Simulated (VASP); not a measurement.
Input of a VASP 6.6.1 run:

File INCAR:

```
PREC = Accurate
ENCUT = 520
EDIFF = 1E-7
ISMEAR = 0
SIGMA = 0.1
LREAL = False
LASPH = True
NELM = 100
ALGO = Normal
ISIF = 2
LWAVE = False
LCHARG = False
LDIPOL = True
IDIPOL = 3
DIPOL = 0.5 0.5 0.345
GGA = PE
NBANDS = 38
```

The input KPOINTS:

```
Automatic mesh
0
Gamma
  8 8 1
```

POSCAR

```
W4N
1.0
    3.1836991685      0.0000000000      0.0000000000
    0.0000000000      3.1836991685      0.0000000000
    0.0000000000      0.0000000000     20.1425775594
W N
4 1
Direct
    0.5000000000      0.5000000000      0.1985843166
    0.0000000000      0.0000000000      0.2776134071
    0.5000000000      0.5000000000      0.3599451789
    0.0000000000      0.0000000000      0.4290700897
    0.5000000000      0.5000000000      0.4617549243
```

Potentials or basis: VASP PAW PBE potentials, release 64 (W_sv, N).

Run with:

```sh
$ cat potpaw_PBE.64/W_sv/POTCAR potpaw_PBE.64/N/POTCAR > POTCAR
$ mpirun -np 1 vasp_std > vasp.out
```

(1) Estimate the largest force.

Answers

(1) 4.968 eV/Å.
